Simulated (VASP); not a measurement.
# Li2S (Fm-3m) in VASP: further runs

The runs below take Li2S through electric field gradients, with LDA.

Program: VASP 6.6.1. These are calculated values, not measurements. Logs are shortened: lines on timing, memory, paths and dates and some standing lists are left out, and cuts for length are marked.

**1. The cell of the first run**

It takes space group Fm-3m (No. 225, cubic). Conventional cell: a = 5.591 Å, b = 5.591 Å, c = 5.591 Å, α = 90.00°, β = 90.00°, γ = 90.00°. Li (site symmetry -43m) has 4 S at 2.42 Å and 6 Li at 2.80 Å within 3.2 Å. Within 3.2 Å of S (site symmetry m-3m) lie 8 Li at 2.42 Å.

**2. Electric field gradients, LDA (volume scaled by 0.94)**

INCAR

```
SYSTEM = Li2S
PREC     = Accurate       ! precision mode
ENCUT    = 650            ! plane-wave cutoff, eV
EDIFF    = 1E-8           ! SCF threshold, eV
ISMEAR   = -1             ! smearing method
SIGMA    = 0.02           ! smearing width, eV
LREAL    = .False.        ! projectors in reciprocal space
LASPH    = .True.         ! aspherical terms in the spheres
NELM     = 120            ! most SCF steps
ALGO     = Normal         ! electronic algorithm
ISIF     = 2              ! what is computed and relaxed
LWAVE    = .False.        ! write WAVECAR
LCHARG   = .False.        ! write CHGCAR
LEFG     = .True.       
NBANDS   = 13             ! bands
GGA_COMPAT= .False.
```

KPOINTS

```
Automatic mesh
0
Gamma
  7 7 7
  0 0 0
```

POSCAR

```
Li2S
1.0
    0.0000000000      2.7957387543      2.7957387543
    2.7957387543      0.0000000000      2.7957387543
    2.7957387543      2.7957387543      0.0000000000
Li S
2 1
Direct
    0.2500000000      0.2500000000      0.2500000000
    0.7500000000      0.7500000000      0.7500000000
    0.0000000000      0.0000000000      0.0000000000
```

Potentials or basis: VASP PAW LDA potentials, release 64 (Li_sv, S).

On the command line:

```bash
cat potpaw_LDA.64/Li_sv/POTCAR potpaw_LDA.64/S/POTCAR > POTCAR
mpirun -np 1 vasp_std > vasp.out
```

OUTCAR:

```text
SYSTEM = Li2S
   PREC = Accurate
   ENCUT = 650
   EDIFF = 1E-8
   ISMEAR = -1
   LREAL = .False.
   LASPH = .True.
   NELM = 120
   ISIF = 2

 ion  position               nearest neighbor table
   1  0.250  0.250  0.250-   3 2.42   3 2.42   3 2.42   3 2.42
   2  0.750  0.750  0.750-   3 2.42   3 2.42   3 2.42   3 2.42
   3  0.000  0.000  0.000-   2 2.42   2 2.42   2 2.42   1 2.42   1 2.42   1 2.42   2 2.42   1 2.42

  LATTYP: Found a face centered cubic cell.
 ALAT       =     5.5914775086

  Lattice vectors:

 A1 = (   0.0000000000,   2.7957387543,   2.7957387543)
 A2 = (   2.7957387543,   0.0000000000,   2.7957387543)
 A3 = (   2.7957387543,   2.7957387543,   0.0000000000)

Analysis of symmetry for initial positions (statically):
=====================================================================
 Subroutine PRICEL returns:
 Original cell was already a primitive cell.

 Routine SETGRP: Setting up the symmetry group for a
 face centered cubic supercell.

 Subroutine GETGRP returns: Found 48 space group operations
 (whereof 48 operations were pure point group operations)
 out of a pool of 48 trial point group operations.

The static configuration has the point symmetry O_h .

Analysis of symmetry for dynamics (positions and initial velocities):
=====================================================================
 Subroutine PRICEL returns:
 Original cell was already a primitive cell.

 Routine SETGRP: Setting up the symmetry group for a
 face centered cubic supercell.

 Subroutine GETGRP returns: Found 48 space group operations
 (whereof 48 operations were pure point group operations)
 out of a pool of 48 trial point group operations.

The dynamic configuration has the point symmetry O_h .

 Subroutine INISYM returns: Found 48 space group operations
 (whereof 48 operations are pure point group operations),
 and found     1 'primitive' translations

----------------------------------------------------------------------------------------

                                     Primitive cell

  volume of cell :      43.7039

  direct lattice vectors                    reciprocal lattice vectors
     0.000000000  2.795738754  2.795738754    -0.178843606  0.178843606  0.178843606
     2.795738754  0.000000000  2.795738754     0.178843606 -0.178843606  0.178843606
     2.795738754  2.795738754  0.000000000     0.178843606  0.178843606 -0.178843606

  length of vectors
     3.953771663  3.953771663  3.953771663     0.309766212  0.309766212  0.309766212

  position of ions in fractional coordinates (direct lattice)
     0.250000000  0.250000000  0.250000000
     0.750000000  0.750000000  0.750000000
     0.000000000  0.000000000  0.000000000

  ion indices of the primitive-cell ions
   primitive index   ion index
                 1           1
                 2           2
                 3           3

----------------------------------------------------------------------------------------

 KPOINTS: Automatic mesh

Automatic generation of k-mesh.
 Grid dimensions read from file:
 generate k-points for:    7    7    7

 Generating k-lattice:

  Cartesian coordinates                     Fractional coordinates (reciprocal lattice)
    -0.025549087  0.025549087  0.025549087     0.142857143  0.000000000  0.000000000
     0.025549087 -0.025549087  0.025549087     0.000000000  0.142857143  0.000000000
     0.025549087  0.025549087 -0.025549087     0.000000000  0.000000000  0.142857143

  Length of vectors
     0.044252316  0.044252316  0.044252316

  Shift w.r.t. Gamma in fractional coordinates (k-lattice)
     0.000000000  0.000000000  0.000000000

 Subroutine IBZKPT returns following result:
 ===========================================

 Found     20 irreducible k-points:

[... 33 lines left out ...]
   ICHARG =      2    charge: 1-file 2-atom 10-const
   ISPIN  =      1    spin polarized calculation?
   LNONCOLLINEAR =      F non collinear calculations
   LSORBIT =      F    spin-orbit coupling
   LASPH  =      T    aspherical Exc in radial PAW
   ENCUT  =  650.0 eV  47.77 Ry    6.91 a.u.   8.22  8.22  8.22*2*pi/ulx,y,z
   NELM   =    120;   NELMIN=  2; NELMDL= -5     # of ELM steps
   EDIFF  = 0.1E-07   stopping-criterion for ELM
   LREAL  =      F    real-space projection
   EDIFFG = 0.1E-06   stopping-criterion for IOM
   NSW    =      0    number of steps for IOM
   IBRION =     -1    ionic relax: 0-MD 1-quasi-New 2-CG
   NFREE  =      0    steps in history (QN), initial steepest desc. (CG)
   ISIF   =      2    stress and relaxation
   ISYM   =      2    0-nonsym 1-usesym 2-fastsym
   POTIM  = 0.5000    time-step for ionic-motion
   TEBEG  =    0.0;   TEEND  =   0.0 temperature during run
   PSTRESS=    0.0 pullay stress
   NELECT =      12.0000    total number of electrons
   NUPDOWN=      -1.0000    fix difference up-down
   EMIN   =  10.00;   EMAX   =-10.00  energy-range for DOS
   EFERMI =   0.00;   METHOD = LEGACY
   ISMEAR =    -1;   SIGMA  =   0.02  broadening in eV -4-tet -1-fermi 0-gaus
   EFERMI_NEDOS =   21; number of points for ismear=-14 and -15
   IALGO  =     38    algorithm
   IMIX   =      4    mixing-type and parameters
     AMIX     =   0.40;   BMIX     =  1.00
     AMIX_MAG =   1.60;   BMIX_MAG =  1.00
  volume/ion in A,a.u.               =      14.57        98.31
  Fermi-wavevector in a.u.,A,eV,Ry     =   1.064050  2.010763 15.404546  1.132202
  Thomas-Fermi vector in A             =   2.199555
   LORBIT       =      0    0 simple, 1 ext, 2 COOP (PROOUT), +10 PAW based schemes
   GGA     = CA    functional components
   LHFCALC =     F    Hartree Fock is set to
   AEXX    =    0.0000 exact exchange contribution
   IVDW    =     0    specifies the selected vdW correction
   LEPSILON=     F    determine dielectric tensor
   LRPA    =     F    only Hartree local field effects (RPA)
 non-spin polarized calculation
  energy-cutoff  :      650.00
  volume of cell :       43.70
 maximum number of plane-waves:      1655
 NGX is ok and might be reduce to    36
   NGX = 17   NGY = 17   NGZ = 17

 number of electron      11.9999996 magnetization

 Free energy of the ion-electron system (eV)
  ---------------------------------------------------
  ext. energy  EPLUGINS =         0.00000000
  ---------------------------------------------------
  free energy    TOTEN  =       -13.01290620 eV

  energy without entropy =      -13.01290620  energy(sigma->0) =      -13.01290620

 E-fermi :   2.1624     XC(G=0):  -9.0386

 val. band max:        1.7487700984   @ k =   0.0000   0.0000   0.0000
 cond. band min:       5.0326727198   @ k =   0.4286   0.4286   0.0000
 fundamental gap:      3.2839026214
 Fermi energy:         2.1623782268

 k-point     1 :       0.0000    0.0000    0.0000
  band No.  band energies     occupation
      1     -41.3599      2.00000
      2     -41.2999      2.00000
      3      -9.3779      2.00000
      4       1.7488      2.00000
      5       1.7488      2.00000
      6       1.7488      2.00000
      7       6.1117      0.00000
      8       7.7813      0.00000
      9       7.7813      0.00000
     10       7.7813      0.00000
     11      13.0203      0.00000
     12      13.0203      0.00000
     13      14.1597      0.00000
[... 290 lines left out ...]
  band No.  band energies     occupation
      1     -41.3295      2.00000
      2     -41.3270      2.00000
      3      -8.7588      2.00000
      4      -0.5393      2.00000
      5      -0.2644      2.00000
      6       0.2480      2.00000
      7       6.9279      0.00000
      8       9.2133      0.00000
      9      10.6361      0.00000
     10      11.1784      0.00000
     11      12.8669      0.00000
     12      13.0373      0.00000
     13      15.5140      0.00000

------------------------ aborting loop because EDIFF is reached ----------------------------------------

  FORCE on cell =-STRESS in cart. coord.  units (eV):
  Direction    XX          YY          ZZ          XY          YZ          ZX
  --------------------------------------------------------------------------------------
  -------------------------------------------------------------------------------------
  Total       -0.1997662     -0.1997662     -0.1997662      0.0000000      0.0000000      0.0000000
  in kB       -7.3234001     -7.3234001     -7.3234001      0.0000000      0.0000000      0.0000000
  external PRESSURE =      -7.3234001 kB  Pullay stress =       0.0000000 kB

 VOLUME and BASIS-vectors are now :
 -----------------------------------------------------------------------------
  energy-cutoff  :      650.00
  volume of cell :       43.70
      direct lattice vectors                 reciprocal lattice vectors
     0.000000000  2.795738754  2.795738754    -0.178843606  0.178843606  0.178843606
     2.795738754  0.000000000  2.795738754     0.178843606 -0.178843606  0.178843606
     2.795738754  2.795738754  0.000000000     0.178843606  0.178843606 -0.178843606

 POSITION                                       TOTAL-FORCE (eV/Angst)
 -----------------------------------------------------------------------------------
      1.39787      1.39787      1.39787        -0.000000     -0.000000     -0.000000
      4.19361      4.19361      4.19361         0.000000      0.000000      0.000000
      0.00000      0.00000      0.00000        -0.000000     -0.000000      0.000000
 -----------------------------------------------------------------------------------
    total drift:                                0.000000      0.000000      0.000000

  FREE ENERGIE OF THE ION-ELECTRON SYSTEM (eV)
  ---------------------------------------------------
  free  energy   TOTEN  =       -13.0129062032 eV

  energy  without entropy=      -13.0129062032  energy(sigma->0) =      -13.01290620

 Electric field gradients (V/A^2)
---------------------------------------------------------------------
 ion       V_xx      V_yy      V_zz      V_xy      V_xz      V_yz
---------------------------------------------------------------------
   1       0.000     0.000    -0.000     0.001     0.001     0.001
   2       0.000     0.000    -0.000     0.001     0.001     0.001
   3       0.000     0.000    -0.000     0.000     0.000     0.000
---------------------------------------------------------------------

 Electric field gradients after diagonalization (V/A^2)
 (convention: |V_zz| > |V_xx| > |V_yy|)
----------------------------------------------------------------------
 ion       V_xx      V_yy      V_zz     asymmetry (V_yy - V_xx)/ V_zz
----------------------------------------------------------------------
   1      -0.001    -0.001     0.003       0.000
   2      -0.001    -0.001     0.003       0.000
   3      -0.000    -0.000     0.001       0.000
----------------------------------------------------------------------

           NMR quadrupolar parameters

 Cq : quadrupolar parameter    Cq=e*Q*V_zz/h
 eta: asymmetry parameters     (V_yy - V_xx)/ V_zz
 Q  : nuclear electric quadrupole moment in mb (millibarn)
----------------------------------------------------------------------
 ion       Cq(MHz)       eta       Q (mb)
----------------------------------------------------------------------
   1       0.000       0.000       1.000
   2       0.000       0.000       1.000
   3       0.000       0.000       1.000
----------------------------------------------------------------------
```

It took 9.4 s on 1 thread of Intel Xeon 6975P-C (Granite Rapids), shared host; peak memory 0.16 GiB.

Results:

```yaml
Free_energy: -13.0129 eV
Pressure: -0.7 GPa
Band_gap_on_the_k_mesh: 3.28 eV, indirect (least direct gap 4.36 eV)
```

Caveat: without QUAD_EFG the Cq values of the log hold for a quadrupole moment of 1 mb, not for the nuclei. A k mesh can miss the band edges.

**3. Electric field gradients, LDA (volume scaled by 0.94)**

INCAR

```
SYSTEM = Li2S
PREC = Accurate
ENCUT = 650
EDIFF = 1E-8
ISMEAR = -1
SIGMA = 0.02
LREAL = .False.
LASPH = .True.
NELM = 120
ALGO = Normal
ISIF = 2
LWAVE = .False.
LCHARG = .False.
GGA = CA
LEFG = .True.
NBANDS = 13
GGA_COMPAT = .False.
```

KPOINTS

```
regular mesh
0
Gamma
  7 7 7
  0 0 0
```

POSCAR is that of step 2.

Potentials or basis: VASP PAW LDA potentials, release 64 (Li_sv, S).

On the command line:

```bash
cat potpaw_LDA.64/Li_sv/POTCAR potpaw_LDA.64/S/POTCAR > POTCAR
mpirun -np 1 vasp_std > vasp.out
```

OUTCAR:

```text
SYSTEM = Li2S
   PREC = Accurate
   ENCUT = 650
   EDIFF = 1E-8
   ISMEAR = -1
   LREAL = .False.
   LASPH = .True.
   NELM = 120
   ISIF = 2
   GGA = CA

 ion  position               nearest neighbor table
   1  0.250  0.250  0.250-   3 2.42   3 2.42   3 2.42   3 2.42
   2  0.750  0.750  0.750-   3 2.42   3 2.42   3 2.42   3 2.42
   3  0.000  0.000  0.000-   2 2.42   2 2.42   2 2.42   1 2.42   1 2.42   1 2.42   2 2.42   1 2.42

  LATTYP: Found a face centered cubic cell.
 ALAT       =     5.5914775086

  Lattice vectors:

 A1 = (   0.0000000000,   2.7957387543,   2.7957387543)
[... 533 lines left out ...]

 Electric field gradients (V/A^2)
---------------------------------------------------------------------
 ion       V_xx      V_yy      V_zz      V_xy      V_xz      V_yz
---------------------------------------------------------------------
   1       0.000     0.000    -0.000     0.001     0.001     0.001
   2       0.000     0.000    -0.000     0.001     0.001     0.001
   3       0.000     0.000    -0.000     0.000     0.000     0.000
---------------------------------------------------------------------

 Electric field gradients after diagonalization (V/A^2)
 (convention: |V_zz| > |V_xx| > |V_yy|)
----------------------------------------------------------------------
 ion       V_xx      V_yy      V_zz     asymmetry (V_yy - V_xx)/ V_zz
----------------------------------------------------------------------
   1      -0.001    -0.001     0.003       0.000
   2      -0.001    -0.001     0.003       0.000
   3      -0.000    -0.000     0.001       0.000
----------------------------------------------------------------------

           NMR quadrupolar parameters

 Cq : quadrupolar parameter    Cq=e*Q*V_zz/h
 eta: asymmetry parameters     (V_yy - V_xx)/ V_zz
 Q  : nuclear electric quadrupole moment in mb (millibarn)
----------------------------------------------------------------------
 ion       Cq(MHz)       eta       Q (mb)
----------------------------------------------------------------------
   1       0.000       0.000       1.000
   2       0.000       0.000       1.000
   3       0.000       0.000       1.000
----------------------------------------------------------------------
```

OSZICAR:

```text
N       E                     dE             d eps       ncg     rms          rms(c)
DAV:   1     0.517814265043E+02    0.51781E+02   -0.58984E+03   520   0.104E+03
DAV:   2    -0.596077903029E+01   -0.57742E+02   -0.54142E+02   670   0.219E+02
DAV:   3    -0.131800349432E+02   -0.72193E+01   -0.71692E+01   946   0.499E+01
DAV:   4    -0.133470148503E+02   -0.16698E+00   -0.16692E+00   689   0.102E+01
DAV:   5    -0.133503382835E+02   -0.33234E-02   -0.33233E-02   836   0.117E+00    0.400E+00
DAV:   6    -0.130489344467E+02    0.30140E+00   -0.47074E-01   634   0.272E+00    0.295E+00
DAV:   7    -0.130147699684E+02    0.34164E-01   -0.10990E-01   747   0.143E+00    0.168E+00
DAV:   8    -0.130132597484E+02    0.15102E-02   -0.16921E-02   702   0.726E-01    0.661E-01
DAV:   9    -0.130129642815E+02    0.29547E-03   -0.57824E-04   734   0.137E-01    0.444E-01
DAV:  10    -0.130129163032E+02    0.47978E-04   -0.19854E-04   605   0.778E-02    0.337E-02
DAV:  11    -0.130129063854E+02    0.99178E-05   -0.74763E-05   681   0.465E-02    0.699E-02
DAV:  12    -0.130129063818E+02    0.36108E-08   -0.43723E-06   734   0.152E-02    0.218E-02
DAV:  13    -0.130129062311E+02    0.15069E-06   -0.63637E-07   692   0.580E-03    0.393E-03
DAV:  14    -0.130129062108E+02    0.20378E-07   -0.54545E-08   779   0.152E-03    0.185E-03
DAV:  15    -0.130129062032E+02    0.75534E-08   -0.29873E-08   649   0.977E-04
   1 F= -.13012906E+02 E0= -.13012906E+02  d E =-.802548E-11
```

It took 7.8 s on 1 thread of Intel Xeon 6975P-C (Granite Rapids), shared host; peak memory 0.16 GiB.

What came out:

- Free energy: -13.0129 eV
- Pressure: -0.7 GPa
- Band gap on the k mesh: 3.28 eV, indirect (least direct gap 4.36 eV)

Caveat: without QUAD_EFG the Cq values of the log hold for a quadrupole moment of 1 mb, not for the nuclei. A k mesh can miss the band edges.
